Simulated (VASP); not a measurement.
# P in VASP: further runs

Runs on P. Level: PBE+D3(BJ). Tasks: single point.

Everything below comes from runs of VASP 6.6.1. Logs are shortened: lines on timing, memory, paths and dates and some standing lists are left out, and cuts for length are marked.

## 1. The cell of the first run

The cell holds a slab with vacuum, 8 atoms: a = 3.296 Å, b = 4.439 Å, c = 21.746 Å, α = 90.00°, β = 90.00°, γ = 90.00°.

## 2. Single point, PBE+D3(BJ) (layers slid over each other)

INCAR

```
PREC = Accurate
ENCUT = 520
EDIFF = 1E-7
ISMEAR = 0
SIGMA = 0.05
LREAL = False
LASPH = True
NELM = 100
ALGO = Normal
ISIF = 2
LWAVE = False
LCHARG = False
LDIPOL = True
IDIPOL = 3
DIPOL = 0.5 0.5 0.400
GGA = PE
IVDW = 12
NBANDS = 30
```

KPOINTS

```
Automatic mesh
0
Gamma
  8 6 1
```

POSCAR

```
P
1.0
    3.2961869271      0.0000000000      0.0000000000
    0.0000000000      4.4391555608      0.0000000000
    0.0000000000      0.0000000000     21.7461973993
P
8
Direct
    0.5000000000      0.9174951521      0.2069327302
    0.0000000000      0.5825048479      0.2069327302
    0.5000000000      0.0825048479      0.3045635326
    0.0000000000      0.4174951521      0.3045635326
    1.0000000000      0.5825048479      0.4958613454
    0.5000000000      0.2475145437      0.4958613454
    1.0000000000     -0.2524854563      0.5934921477
    0.5000000000      0.0825048479      0.5934921477
```

Potentials or basis: VASP PAW PBE potentials, release 64 (P).

Started as:

```sh
$ cat potpaw_PBE.64/P/POTCAR > POTCAR
$ mpirun -np 1 vasp_std > vasp.out
```

OUTCAR:

```text
PREC = Accurate
   ENCUT = 520
   EDIFF = 1E-7
   ISMEAR = 0
   LREAL = False
   LASPH = True
   NELM = 100
   ISIF = 2
   GGA = PE
   IVDW = 12
 IVDW          = 12

 ion  position               nearest neighbor table
   1  0.500  0.917  0.207-   2 2.22   2 2.22   3 2.25
   2  0.000  0.583  0.207-   1 2.22   1 2.22   4 2.25
   3  0.500  0.083  0.305-   4 2.22   4 2.22   1 2.25
   4  0.000  0.417  0.305-   3 2.22   3 2.22   2 2.25
   5  0.000  0.583  0.496-   6 2.22   6 2.22   7 2.25
   6  0.500  0.248  0.496-   5 2.22   5 2.22   8 2.25
   7  0.000  0.748  0.593-   8 2.22   8 2.22   5 2.25
   8  0.500  0.083  0.593-   7 2.22   7 2.22   6 2.25

  LATTYP: Found a simple orthorhombic cell.
 ALAT       =     3.2961869271
 B/A-ratio  =     1.3467547985
 C/A-ratio  =     6.5973799060

  Lattice vectors:

 A1 = (   3.2961869271,   0.0000000000,   0.0000000000)
 A2 = (   0.0000000000,   4.4391555608,   0.0000000000)
 A3 = (   0.0000000000,   0.0000000000,  21.7461973993)

Analysis of symmetry for initial positions (statically):
=====================================================================
 Subroutine PRICEL returns:
 Original cell was already a primitive cell.

 Routine SETGRP: Setting up the symmetry group for a
 simple orthorhombic supercell.

 Subroutine GETGRP returns: Found  4 space group operations
 (whereof  2 operations were pure point group operations)
 out of a pool of  8 trial point group operations.

The static configuration has the point symmetry C_1h.
 The point group associated with its full space group is C_2h.

Analysis of symmetry for dynamics (positions and initial velocities):
=====================================================================
 Subroutine PRICEL returns:
 Original cell was already a primitive cell.

 Routine SETGRP: Setting up the symmetry group for a
 simple orthorhombic supercell.

 Subroutine GETGRP returns: Found  4 space group operations
 (whereof  2 operations were pure point group operations)
 out of a pool of  8 trial point group operations.

The dynamic configuration has the point symmetry C_1h.
 The point group associated with its full space group is C_2h.

 Subroutine INISYM returns: Found  4 space group operations
 (whereof  2 operations are pure point group operations),
 and found     1 'primitive' translations

----------------------------------------------------------------------------------------

                                     Primitive cell

  volume of cell :     318.1966

  direct lattice vectors                    reciprocal lattice vectors
     3.296186927  0.000000000  0.000000000     0.303380853  0.000000000  0.000000000
     0.000000000  4.439155561  0.000000000     0.000000000  0.225268069  0.000000000
     0.000000000  0.000000000 21.746197399     0.000000000  0.000000000  0.045985051

  length of vectors
     3.296186927  4.439155561 21.746197399     0.303380853  0.225268069  0.045985051

  position of ions in fractional coordinates (direct lattice)
     0.500000000  0.917495152  0.206932730
     0.000000000  0.582504848  0.206932730
     0.500000000  0.082504848  0.304563533
     0.000000000  0.417495152  0.304563533
     0.000000000  0.582504848  0.495861345
     0.500000000  0.247514544  0.495861345
     0.000000000  0.747514544  0.593492148
     0.500000000  0.082504848  0.593492148

  ion indices of the primitive-cell ions
   primitive index   ion index
                 1           1
                 2           2
                 3           3
                 4           4
                 5           5
                 6           6
                 7           7
                 8           8

----------------------------------------------------------------------------------------

 KPOINTS: Automatic mesh

Automatic generation of k-mesh.
 Grid dimensions read from file:
 generate k-points for:    8    6    1

 Generating k-lattice:

  Cartesian coordinates                     Fractional coordinates (reciprocal lattice)
     0.037922607  0.000000000  0.000000000     0.125000000  0.000000000  0.000000000
     0.000000000  0.037544678  0.000000000     0.000000000  0.166666667  0.000000000
     0.000000000  0.000000000  0.045985051     0.000000000  0.000000000  1.000000000

  Length of vectors
     0.037922607  0.037544678  0.045985051

  Shift w.r.t. Gamma in fractional coordinates (k-lattice)
     0.000000000  0.000000000  0.000000000

 Subroutine IBZKPT returns following result:
 ===========================================

 Found     20 irreducible k-points:

 Following reciprocal coordinates:
            Coordinates               Weight
  0.000000  0.000000  0.000000      1.000000
  0.125000  0.000000  0.000000      2.000000
  0.250000  0.000000  0.000000      2.000000
  0.375000  0.000000  0.000000      2.000000
  0.500000  0.000000  0.000000      1.000000
  0.000000  0.166667  0.000000      2.000000
[... 12 lines left out ...]
  0.375000  0.500000  0.000000      2.000000
  0.500000  0.500000  0.000000      1.000000
   k-points           NKPTS =     20   k-points in BZ     NKDIM =     20   number of bands    NBANDS=     30
   number of dos      NEDOS =    301   number of ions     NIONS =      8
   total plane-waves  NPLWV = 163296
   dimension x,y,z NGX =    28 NGY =   36 NGZ =  162
   dimension x,y,z NGXF=    56 NGYF=   72 NGZF=  324
   ions per type =               8
   NGX,Y,Z   is equivalent  to a cutoff of  14.12, 13.48, 12.38 a.u.
   NGXF,Y,Z  is equivalent  to a cutoff of  28.24, 26.96, 24.77 a.u.
 SYSTEM =  unknown system
   PREC   = accura    normal or accurate (medium, high low for compatibility)
   ISTART =      0    job   : 0-new  1-cont  2-samecut
   ICHARG =      2    charge: 1-file 2-atom 10-const
   ISPIN  =      1    spin polarized calculation?
   LNONCOLLINEAR =      F non collinear calculations
   LSORBIT =      F    spin-orbit coupling
   LASPH  =      T    aspherical Exc in radial PAW
   ENCUT  =  520.0 eV  38.22 Ry    6.18 a.u.   6.13  8.25 40.43*2*pi/ulx,y,z
   NELM   =    100;   NELMIN=  2; NELMDL= -5     # of ELM steps
   EDIFF  = 0.1E-06   stopping-criterion for ELM
   LREAL  =      F    real-space projection
   EDIFFG = 0.1E-05   stopping-criterion for IOM
   NSW    =      0    number of steps for IOM
   IBRION =     -1    ionic relax: 0-MD 1-quasi-New 2-CG
   NFREE  =      0    steps in history (QN), initial steepest desc. (CG)
   ISIF   =      2    stress and relaxation
   ISYM   =      2    0-nonsym 1-usesym 2-fastsym
   POTIM  = 0.5000    time-step for ionic-motion
   TEBEG  =    0.0;   TEEND  =   0.0 temperature during run
   PSTRESS=    0.0 pullay stress
   NELECT =      40.0000    total number of electrons
   NUPDOWN=      -1.0000    fix difference up-down
   EMIN   =  10.00;   EMAX   =-10.00  energy-range for DOS
   EFERMI =   0.00;   METHOD = LEGACY
   ISMEAR =     0;   SIGMA  =   0.05  broadening in eV -4-tet -1-fermi 0-gaus
   EFERMI_NEDOS =   21; number of points for ismear=-14 and -15
   IALGO  =     38    algorithm
   IMIX   =      4    mixing-type and parameters
     AMIX     =   0.40;   BMIX     =  1.00
     AMIX_MAG =   1.60;   BMIX_MAG =  1.00
  volume/ion in A,a.u.               =      39.77       268.41
  Fermi-wavevector in a.u.,A,eV,Ry     =   0.820093  1.549751  9.150628  0.672552
  Thomas-Fermi vector in A             =   1.931014
   LORBIT       =      0    0 simple, 1 ext, 2 COOP (PROOUT), +10 PAW based schemes
   GGA     = PE    functional components
   LHFCALC =     F    Hartree Fock is set to
   AEXX    =    0.0000 exact exchange contribution
   IVDW    =    12    specifies the selected vdW correction
   LEPSILON=     F    determine dielectric tensor
   LRPA    =     F    only Hartree local field effects (RPA)
 non-spin polarized calculation
 Gauss-broadening in eV      SIGMA  =   0.05
  energy-cutoff  :      520.00
  volume of cell :      318.20
 maximum number of plane-waves:      8606
 NGX is ok and might be reduce to    28
   NGX = 13   NGY = 17   NGZ = 81

 dipolmoment           0.000000      0.000000      0.000084 electrons x Angstroem

 number of electron      39.9999999 magnetization

 dipolmoment           0.000000      0.000000     -0.000002 electrons x Angstroem

 Free energy of the ion-electron system (eV)
  ---------------------------------------------------
  ext. energy  EPLUGINS =         0.00000000
  ---------------------------------------------------
  free energy    TOTEN  =       -42.90726341 eV

  energy without entropy =      -42.90726341  energy(sigma->0) =      -42.90726341

 E-fermi :   0.6099     XC(G=0):  -5.3629

 val. band max:        0.3779203146   @ k =   0.0000   0.0000   0.0000
 cond. band min:       0.8301412810   @ k =   0.0000   0.0000   0.0000
 fundamental gap:      0.4522209663
 Fermi energy:         0.6098844270

 k-point     1 :       0.0000    0.0000    0.0000
  band No.  band energies     occupation
      1     -14.8195      2.00000
      2     -14.8035      2.00000
      3     -12.2250      2.00000
      4     -12.1761      2.00000
      5      -8.6888      2.00000
      6      -8.6830      2.00000
[... 22 lines left out ...]
     29       4.6325      0.00000
     30       4.8399      0.00000

 k-point     2 :       0.1250    0.0000    0.0000
  band No.  band energies     occupation
      1     -14.6326      2.00000
      2     -14.6167      2.00000
      3     -12.0304      2.00000
      4     -11.9816      2.00000
      5      -8.8082      2.00000
      6      -8.8019      2.00000
[... 22 lines left out ...]
     29       4.8317      0.00000
     30       5.0263      0.00000

 k-point     3 :       0.2500    0.0000    0.0000
  band No.  band energies     occupation
      1     -14.0774      2.00000
      2     -14.0619      2.00000
      3     -11.4493      2.00000
      4     -11.4009      2.00000
      5      -9.4016      2.00000
      6      -9.3931      2.00000
[... 22 lines left out ...]
     29       4.9683      0.00000
     30       5.0154      0.00000

 k-point     4 :       0.3750    0.0000    0.0000
  band No.  band energies     occupation
      1     -13.1746      2.00000
      2     -13.1597      2.00000
      3     -10.6046      2.00000
      4     -10.5929      2.00000
      5     -10.4912      2.00000
      6     -10.4434      2.00000
[... 22 lines left out ...]
     29       3.5765      0.00000
     30       3.6316      0.00000

 k-point     5 :       0.5000    0.0000    0.0000
  band No.  band energies     occupation
      1     -11.9742      2.00000
      2     -11.9742      2.00000
      3     -11.9600      2.00000
      4     -11.9600      2.00000
      5      -9.1763      2.00000
      6      -9.1763      2.00000
[... 22 lines left out ...]
     29       3.6528      0.00000
     30       3.6528      0.00000
[... 394 lines left out ...]
     29       4.4044      0.00000
     30       4.4176      0.00000

 k-point    18 :       0.2500    0.5000    0.0000
  band No.  band energies     occupation
      1     -12.9011      2.00000
      2     -12.8814      2.00000
      3     -12.8799      2.00000
      4     -12.8675      2.00000
      5      -8.1550      2.00000
      6      -8.1481      2.00000
[... 22 lines left out ...]
     29       5.7676      0.00000
     30       5.8662      0.00000

 k-point    19 :       0.3750    0.5000    0.0000
  band No.  band energies     occupation
      1     -12.1184      2.00000
      2     -12.1020      2.00000
      3     -12.0994      2.00000
      4     -12.0894      2.00000
      5      -8.8245      2.00000
      6      -8.8178      2.00000
[... 22 lines left out ...]
     29       5.6700      0.00000
     30       5.8236      0.00000

 k-point    20 :       0.5000    0.5000    0.0000
  band No.  band energies     occupation
      1     -11.5492      2.00000
      2     -11.5492      2.00000
      3     -11.5360      2.00000
      4     -11.5360      2.00000
      5      -9.5066      2.00000
      6      -9.5066      2.00000
[... 22 lines left out ...]
     29       5.8540      0.00000
     30       5.8540      0.00000

------------------------ aborting loop because EDIFF is reached ----------------------------------------

 vacuum level on the upper side and lower side of the slab       (xc-potential included)        -0.130        -0.131

 Edisp (eV)   -2.19892

 E8    (eV) :    -0.8616

  FORCE on cell =-STRESS in cart. coord.  units (eV):
  Direction    XX          YY          ZZ          XY          YZ          ZX
  --------------------------------------------------------------------------------------
  -------------------------------------------------------------------------------------
  Total      -0.49714    -0.53408    -1.17430     0.00000     0.03115     0.00000
  in kB      -2.50317    -2.68918    -5.91283     0.00000     0.15683     0.00000
  external pressure =       -3.70 kB  Pullay stress =        0.00 kB

 VOLUME and BASIS-vectors are now :
 -----------------------------------------------------------------------------
  energy-cutoff  :      520.00
  volume of cell :      318.20
      direct lattice vectors                 reciprocal lattice vectors
     3.296186927  0.000000000  0.000000000     0.303380853  0.000000000  0.000000000
     0.000000000  4.439155561  0.000000000     0.000000000  0.225268069  0.000000000
     0.000000000  0.000000000 21.746197399     0.000000000  0.000000000  0.045985051

 POSITION                                       TOTAL-FORCE (eV/Angst)
 -----------------------------------------------------------------------------------
      1.64809      4.07290      4.50000         0.000000     -0.023641      0.038457
      0.00000      2.58583      4.50000         0.000000      0.033412      0.067704
      1.64809      0.36625      6.62310         0.000000      0.009312      0.017289
      0.00000      1.85333      6.62310         0.000000     -0.036707      0.037182
      0.00000      2.58583     10.78310         0.000000     -0.009312     -0.017289
      1.64809      1.09876     10.78310         0.000000      0.036707     -0.037182
      0.00000      3.31833     12.90620         0.000000      0.023641     -0.038457
      1.64809      0.36625     12.90620         0.000000     -0.033412     -0.067704
 -----------------------------------------------------------------------------------
    total drift:                               -0.000000     -0.000006     -0.000036

  FREE ENERGIE OF THE ION-ELECTRON SYSTEM (eV)
  ---------------------------------------------------
  free  energy   TOTEN  =       -45.1061863590 eV

  energy  without entropy=      -45.1061863590  energy(sigma->0) =      -45.10618636

 vacuum level on the upper side and lower side of the slab         5.142         5.142
```

Wall time 5.3 min (1 thread of Intel Xeon Platinum 8259CL at 2.50GHz (Skylake/Cascade Lake), shared host); peak memory 0.43 GiB.

Results:

- Free energy: -45.1062 eV
- Largest force: 0.075 eV/Å
- Band gap on the k mesh: 0.45 eV
- Dispersion energy per atom: -0.275 eV

Forces in eV/Å, atoms in the order of the input:
```
P    0.000 -0.024  0.038
P    0.000  0.033  0.068
P    0.000  0.009  0.017
P    0.000 -0.037  0.037
P    0.000 -0.009 -0.017
P    0.000  0.037 -0.037
P    0.000  0.024 -0.038
P    0.000 -0.033 -0.068
```

Caveat: the cell differs from its parent crystal (layers slid over each other).

(Continued in part 2 of 2.)
